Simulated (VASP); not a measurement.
# C in VASP: further runs, part 2 of 2

VASP 6.6.1. Earlier steps stand in the parts before.

**4. Single point, PBE**

File INCAR:

```
SYSTEM = C
ALGO     = Normal         ! electronic algorithm
EDIFF    = 1E-6           ! SCF threshold, eV
ENCUT    = 520            ! plane-wave cutoff, eV
GGA      = PE             ! functional
GGA_COMPAT= .FALSE.      
ISIF     = 2              ! what is computed and relaxed
ISMEAR   = -1             ! smearing method
ISYM     = -1           
LASPH    = .TRUE.         ! aspherical terms in the spheres
LCHARG   = .FALSE.        ! write CHGCAR
LREAL    = Auto         
LWAVE    = .FALSE.        ! write WAVECAR
NBANDS   = 46             ! bands
NELM     = 120            ! most SCF steps
PREC     = Accurate       ! precision mode
SIGMA    = 0.517          ! smearing width, eV
```

File KPOINTS:

```
explicit points
1
Reciprocal
  0.25000000   0.25000000   0.25000000 1
```

File POSCAR:

```
C
1.0
    5.4696720000     -0.0080320000      0.0476870000
   -0.0080320000      5.1910130000      0.0535580000
    0.0476870000      0.0535580000      5.3543890000
C
16
Direct
    0.3174887440      0.1428354550      0.4001711368
    0.7952057826      0.7095046429      0.3022194264
    0.8807223234     -0.0481853634      1.2297847068
    0.5335547095      0.5936709576      0.3562838911
    0.5116029509      0.6060269907      0.6436612275
    1.0487187866      0.7131751800      0.5459441798
    1.1852584399      0.2008526655      0.6516523760
    1.1718713495      0.9356147833      0.7104441449
    0.2308463035      0.2947539042      1.1330111060
    0.5844250669      0.3805474459      0.9405945593
    0.8469930491      0.3654058659      0.8531208762
    0.0273066319      0.4184624119      0.1069215962
    0.4908479122      0.4474208267      0.1476000289
    1.0236181241      0.3990126685      0.6972021275
    0.2243799408      0.0114686764      0.2121843882
    0.4477603016      0.8739375221      0.6221922443
```

Potentials or basis: VASP PAW PBE potentials, release 64 (C).

On the command line:

```
cat potpaw_PBE.64/C/POTCAR > POTCAR
mpirun -np 1 vasp_std > vasp.out
```

OUTCAR:

```text
SYSTEM = C
   EDIFF = 1E-6
   ENCUT = 520
   GGA = PE
   ISIF = 2
   ISMEAR = -1
   ISYM = -1
   LASPH = .TRUE.
   LREAL = Auto
   NELM = 120
   PREC = Accurate

 ion  position               nearest neighbor table
   1  0.317  0.143  0.400-  15 1.33   7 1.55   9 1.70  16 1.96
   2  0.795  0.710  0.302-   3 1.39   4 1.57   6 1.92
   3  0.881  0.952  0.230-   2 1.39  15 1.90
   4  0.534  0.594  0.356-  13 1.39   5 1.54   2 1.57
   5  0.512  0.606  0.644-  16 1.44   4 1.54  10 2.00
   6  0.049  0.713  0.546-   8 1.62  14 1.81   2 1.92
   7  0.185  0.201  0.652-  14 1.38   8 1.41   1 1.55
   8  0.172  0.936  0.710-   7 1.41  16 1.61   6 1.62
   9  0.231  0.295  0.133-  12 1.30  15 1.52  13 1.63   1 1.70
  10  0.584  0.381  0.941-  13 1.27  11 1.51   5 2.00
  11  0.847  0.365  0.853-  14 1.27  10 1.51  12 1.72
  12  0.027  0.418  0.107-   9 1.30  11 1.72
  13  0.491  0.447  0.148-  10 1.27   4 1.39   9 1.63
  14  0.024  0.399  0.697-  11 1.27   7 1.38   6 1.81
  15  0.224  0.011  0.212-   1 1.33   9 1.52   3 1.90
  16  0.448  0.874  0.622-   5 1.44   8 1.61   1 1.96

IMPORTANT INFORMATION: All symmetrisations will be switched off!
NOSYMM: (Re-)initialisation of all symmetry stuff for point group C_1.

----------------------------------------------------------------------------------------

                                     Primitive cell

  volume of cell :     152.0000

  direct lattice vectors                    reciprocal lattice vectors
     5.469672000 -0.008032000  0.047687000     0.182840983  0.000299740 -0.001631408
    -0.008032000  5.191013000  0.053558000     0.000299740  0.192661001 -0.001929787
     0.047687000  0.053558000  5.354389000    -0.001631408 -0.001929787  0.186796505

  length of vectors
     5.469885771  5.191295497  5.354869193     0.182848507  0.192670899  0.186813597

  position of ions in fractional coordinates (direct lattice)
     0.317488744  0.142835455  0.400171137
     0.795205783  0.709504643  0.302219426
     0.880722323  0.951814637  0.229784707
     0.533554710  0.593670958  0.356283891
     0.511602951  0.606026991  0.643661227
     0.048718787  0.713175180  0.545944180
[... 85 lines left out ...]
   LHFCALC =     F    Hartree Fock is set to
   AEXX    =    0.0000 exact exchange contribution
   IVDW    =     0    specifies the selected vdW correction
   LEPSILON=     F    determine dielectric tensor
   LRPA    =     F    only Hartree local field effects (RPA)
 non-spin polarized calculation
  energy-cutoff  :      520.00
  volume of cell :      152.00
 maximum number of plane-waves:      4091
 NGX is ok and might be reduce to    40
   NGX = 21   NGY = 19   NGZ = 19

 number of electron      64.0000000 magnetization

 Free energy of the ion-electron system (eV)
  ---------------------------------------------------
  ext. energy  EPLUGINS =         0.00000000
  ---------------------------------------------------
  free energy    TOTEN  =      -116.30920280 eV

  energy without entropy =     -112.38370756  energy(sigma->0) =     -114.34645518

 E-fermi :   3.8830     XC(G=0): -10.3246

 val. band max:        3.5029809271   @ k =   0.2500   0.2500   0.2500
 cond. band min:       4.2411948446   @ k =   0.2500   0.2500   0.2500
 fundamental gap:      0.7382139175
 Fermi energy:         3.8829746561

 k-point     1 :       0.2500    0.2500    0.2500
  band No.  band energies     occupation
      1     -15.2700      2.00000
      2     -13.7578      2.00000
      3     -13.4418      2.00000
      4     -12.4881      2.00000
      5     -11.5448      2.00000
      6     -10.4683      2.00000
[... 36 lines left out ...]
     43       9.2485      0.00006
     44       9.5587      0.00003
 [bands above 44 left out]

------------------------ aborting loop because EDIFF is reached ----------------------------------------

  FORCE on cell =-STRESS in cart. coord.  units (eV):
  Direction    XX          YY          ZZ          XY          YZ          ZX
  --------------------------------------------------------------------------------------
  -------------------------------------------------------------------------------------
  Total       -2.6454063     -6.2456872      2.2121029     -6.2807527      2.0761150     -8.2912370
  in kB      -27.8842709    -65.8335301     23.3169770    -66.2031428     21.8835779    -87.3949310
  external PRESSURE =     -23.4669413 kB  Pullay stress =       0.0000000 kB

 VOLUME and BASIS-vectors are now :
 -----------------------------------------------------------------------------
  energy-cutoff  :      520.00
  volume of cell :      152.00
      direct lattice vectors                 reciprocal lattice vectors
     5.469672000 -0.008032000  0.047687000     0.182840983  0.000299740 -0.001631408
    -0.008032000  5.191013000  0.053558000     0.000299740  0.192661001 -0.001929787
     0.047687000  0.053558000  5.354389000    -0.001631408 -0.001929787  0.186796505

 POSITION                                       TOTAL-FORCE (eV/Angst)
 -----------------------------------------------------------------------------------
      1.75449      0.76034      2.16546         0.560479      0.778459      4.813400
      4.35823      3.69285      1.69412         1.177727      1.420976      0.844522
      4.82058      4.94611      1.32333         2.058132     -1.405967      0.066006
      2.93059      3.09655      1.96492         5.242889      0.588088      1.756064
      2.82413      3.17626      3.50327        -0.685776      1.215855     -2.296176
      0.28678      3.73095      2.96372        -0.701123     -0.310707      1.848932
[... 8 lines left out ...]
      1.23731      0.06910      1.14743        -3.854435      0.317631     -2.784689
      2.47175      4.56635      3.39962        -2.433560     -3.048430      2.531912
 -----------------------------------------------------------------------------------
    total drift:                                0.022452      0.008054      0.005118

  FREE ENERGIE OF THE ION-ELECTRON SYSTEM (eV)
  ---------------------------------------------------
  free  energy   TOTEN  =      -116.3092028039 eV

  energy  without entropy=     -112.3837075565  energy(sigma->0) =     -114.34645518
```

OSZICAR:

```text
N       E                     dE             d eps       ncg     rms          rms(c)
DAV:   1     0.229136257685E+03    0.22914E+03   -0.31334E+04    92   0.128E+03
DAV:   2    -0.992679232536E+02   -0.32840E+03   -0.31094E+03   120   0.254E+02
DAV:   3    -0.121984877032E+03   -0.22717E+02   -0.21935E+02   120   0.640E+01
DAV:   4    -0.122571260071E+03   -0.58638E+00   -0.58341E+00   120   0.110E+01
DAV:   5    -0.122585046886E+03   -0.13787E-01   -0.13775E-01   112   0.171E+00    0.157E+01
DAV:   6    -0.117660208717E+03    0.49248E+01   -0.10608E+01   112   0.152E+01    0.947E+00
DAV:   7    -0.116647736159E+03    0.10125E+01   -0.48086E+00   112   0.954E+00    0.568E+00
DAV:   8    -0.116302213600E+03    0.34552E+00   -0.16346E+00   104   0.548E+00    0.189E+00
DAV:   9    -0.116309171186E+03   -0.69576E-02   -0.18208E-01   112   0.196E+00    0.993E-01
DAV:  10    -0.116308423956E+03    0.74723E-03   -0.28703E-02   112   0.765E-01    0.402E-01
DAV:  11    -0.116308836079E+03   -0.41212E-03   -0.62534E-03   112   0.374E-01    0.105E-01
DAV:  12    -0.116309046391E+03   -0.21031E-03   -0.95743E-04   104   0.144E-01    0.560E-02
DAV:  13    -0.116309147783E+03   -0.10139E-03   -0.14506E-04   112   0.561E-02    0.262E-02
DAV:  14    -0.116309192282E+03   -0.44499E-04   -0.39180E-05   112   0.284E-02    0.102E-02
DAV:  15    -0.116309201391E+03   -0.91089E-05   -0.85574E-06   112   0.134E-02    0.402E-03
DAV:  16    -0.116309202606E+03   -0.12152E-05   -0.17250E-06    72   0.617E-03    0.171E-03
DAV:  17    -0.116309202804E+03   -0.19778E-06   -0.38601E-07    64   0.279E-03
   1 F= -.11630920E+03 E0= -.11434646E+03  d E =-.392550E+01
```

stdout:

```text
POSCAR found type information on POSCAR C
 POSCAR found :  1 types and      16 ions
 scaLAPACK will be used
 LDA part: xc-table for (Slater+PW92), standard interpolation
 POSCAR, INCAR and KPOINTS ok, starting setup
 FFT: planning ... GRIDC
 FFT: planning ... GRID_SOFT
 FFT: planning ... GRID
 WAVECAR not read
 entering main loop
```

Wall time 32 s (1 thread of Intel Xeon 8259CL, shared host); peak memory 0.23 GiB.

What came out:

- Free energy: -116.3092 eV
- Pressure: -2.3 GPa
- Largest force: 11.100 eV/Å

Forces in eV/Å, atoms in the order of the input:
```
C    0.560  0.778  4.813
C    1.178  1.421  0.845
C    2.058 -1.406  0.066
C    5.243  0.588  1.756
C   -0.686  1.216 -2.296
C   -0.701 -0.311  1.849
C   -0.341  1.315 -3.815
C    1.523 -3.667 -1.728
C    3.544 -1.788  1.897
C    6.068  0.745 -8.771
C   -5.148  0.781  9.803
C   -6.094  1.292 -2.751
C   -4.752  0.002  4.663
C    3.836  1.762 -6.079
C   -3.854  0.318 -2.785
C   -2.434 -3.048  2.532
```

Caveat: the atoms stand as in a frame of molecular dynamics; so wide a smearing shifts energies and pressures.

**5. Overview**

| cell | smearing | pressure (GPa) | largest force (eV/Å) |
| --- | --- | --- | --- |
| as given, atomic positions A | fermi-dirac 0.05 eV | -20.4 | 3.73 |
| as given, atomic positions B | fermi-dirac 0.05 eV | -21.9 | 4.04 |
| as given, atomic positions C | fermi-dirac 0.517 eV | -2.3 | 11.10 |

Alike in all rows: task single point; level PBE; potentials or basis VASP PAW PBE potentials, release 64 (C); no spin polarisation; k mesh 1 × 1 × 1, shifted; cutoff (eV) 520.

Caveats: the atoms stand as in a frame of molecular dynamics; so wide a smearing shifts energies and pressures (at least some runs).

Total energies depend on the potentials used, so only differences within one code and one set of settings carry meaning.
